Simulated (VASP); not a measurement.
W: relaxation of cell and atoms with PBE

Crystal: W.

```
W
1.0
     0.00000    2.74000    2.74000
     2.74000    0.00000    2.74000
     2.74000    2.74000    0.00000
W
2
Direct
  0.00000 0.00000 0.00000
  0.25000 0.25000 0.25000
```

* Program: VASP 6.6.1
* Task: relaxation of cell and atoms
* Functional: PBE
* Potentials or basis: VASP PAW PBE potentials, release 64 (W_sv)
* Cutoff: 600 eV
* k mesh: 15 × 15 × 15
* Occupations: gaussian, width 0.1 eV
* Spin: no spin polarisation
* Target pressure: 30 GPa
* Dipole correction: no
* Further INCAR settings: ALGO = Normal; EDIFF = 1e-06; IBRION = 2; EDIFFG = -0.01; NSW = 60; ISIF = 3

* Relaxed volume: 20.87 Å³/atom
* Relaxed cell: a = 3.894 Å, b = 3.894 Å, c = 3.894 Å, α = 60.00°, β = 60.00°, γ = 60.00°
* Space group after relaxing (to 0.05 Å): Fd-3m (No. 227)
* Energy change on relaxing (the enthalpy is what falls): -59.3 meV/atom
* Ionic steps: 3
* Pressure after relaxing: 29.9 GPa
* Band gap on the k mesh: zero (band 14 reaches 7.60 eV, above the bottom of band 15 at 6.65 eV)

Step by step:
```
step  energy change (eV)  largest force (eV/Å)  pressure (GPa)  volume (Å³)
   1              0.0000                0.0000           33.34        41.14
   2             -0.4291                0.0000           19.96        43.75
   3             -0.1186                0.0000           29.94        41.74
```

Final structure:
```cif
data_structure
_symmetry_space_group_name_H-M 'P 1'
_symmetry_Int_Tables_number 1
_cell_length_a 3.8937
_cell_length_b 3.8937
_cell_length_c 3.8937
_cell_angle_alpha 60.000
_cell_angle_beta 60.000
_cell_angle_gamma 60.000
_cell_volume 41.74
loop_
_atom_site_label
_atom_site_type_symbol
_atom_site_fract_x
_atom_site_fract_y
_atom_site_fract_z
_atom_site_occupancy
W1 W 0.00000 0.00000 0.00000 1
W2 W 0.25000 0.25000 0.25000 1
```

Levels at points of the mesh, in eV from the Fermi level:
| k point | band 12 | band 13 | band 14 | band 15 | band 16 | band 17 |
| --- | --- | --- | --- | --- | --- | --- |
| (0.00, 0.00, 0.00) | -1.34 | -1.34 | -1.34 | 1.72 | 1.72 | 1.72 |

Run time: 98 s on 1 thread of AMD EPYC 9R45 96-Core Processor (Zen 5) (shared host), peak memory 0.21 GiB.

Caveat: the cell is relaxed towards a set pressure, so the enthalpy falls and the energy may rise; spin-orbit coupling is left out, which moves the levels of the heavy elements.
